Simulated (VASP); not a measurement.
The system is AlRu.

```
Al Ru
1.0
     3.60133    0.00000    0.00000
    -1.80067    3.11884    0.00000
     0.00000    0.00000    4.75845
Al Ru
2 2
Direct
  0.00000 0.00000 0.50000
  0.00000 0.00000 0.00000
  0.66667 0.33333 0.75000
  0.33333 0.66667 0.25000
```

- Program: VASP 6.6.1
- Task: relaxation of cell and atoms
- Functional: PBE
- Potentials or basis: VASP PAW PBE potentials, release 64 (Al, Ru_sv)
- Cutoff: 600 eV
- k mesh: 6 × 6 × 4
- Occupations: gaussian, width 0.1 eV
- Spin: no spin polarisation

At the start: pressure 33.1 GPa; volume 13.36 Å³/atom.

Where does the relaxation end?

Over 28 steps the energy falls by 576.1 meV/atom and the volume is 14.04 Å³/atom (+5.1 %); space group P6_3/mmc (No. 194, to 0.05 Å).

Step by step:
```
step  energy change (eV)  largest force (eV/Å)  pressure (GPa)  volume (Å³)
   1              0.0000                0.0000           33.08        53.45
   2              0.2582                0.0000          -19.90        77.72
   3             -0.8536                0.0000           -1.35        63.28
   4             -0.8550                0.0000           -0.51        62.91
   5             -0.8550                0.0000           -0.05        62.71
   6             -0.8767                0.0000            0.13        62.61
   7             -0.8939                0.0000            0.49        62.43
   8             -0.9366                0.0000            1.14        61.94
   9             -1.0162                0.0000            3.22        60.54
  10             -1.6862                0.0000            9.85        56.21
  11              2.2720                0.0000           82.77        43.11
  12             -1.9015                0.0000           13.78        54.45
  13             -1.6755                0.0000           32.07        49.16
  14             -1.9210                0.0000           25.65        50.65
  15             -1.8554                0.0000           27.68        50.14
  16             -1.8580                0.0000           27.51        50.14
  17             -1.8649                0.0000           26.96        50.17
  18             -1.8723                0.0000           25.85        50.21
  19             -1.8726                0.0000           25.31        50.23
  20             -1.8796                0.0000           25.06        50.27
  21             -1.9002                0.0000           24.33        50.40
  22             -1.9396                0.0000           22.90        50.65
  23             -2.0112                0.0000           20.15        51.16
  24             -2.1283                0.0000           15.04        52.20
  25             -2.2698                0.0000            6.23        54.29
  26             -2.2532                0.0000           -6.88        58.59
  27             -2.3041                0.0000           -0.63        56.30
  28             -2.3043                0.0000           -0.20        56.16
```

Final structure:
```xyz
4
Lattice="2.9290 0.0000 0.0000 -1.4645 2.5366 0.0000 0.0000 0.0000 7.5592" Properties=species:S:1:pos:R:3 pbc="T T T"
Al    0.0000    0.0000    3.7796
Al    0.0000    0.0000    0.0000
Ru    1.4645    0.8455    5.6694
Ru    0.0000    1.6911    1.8898
```
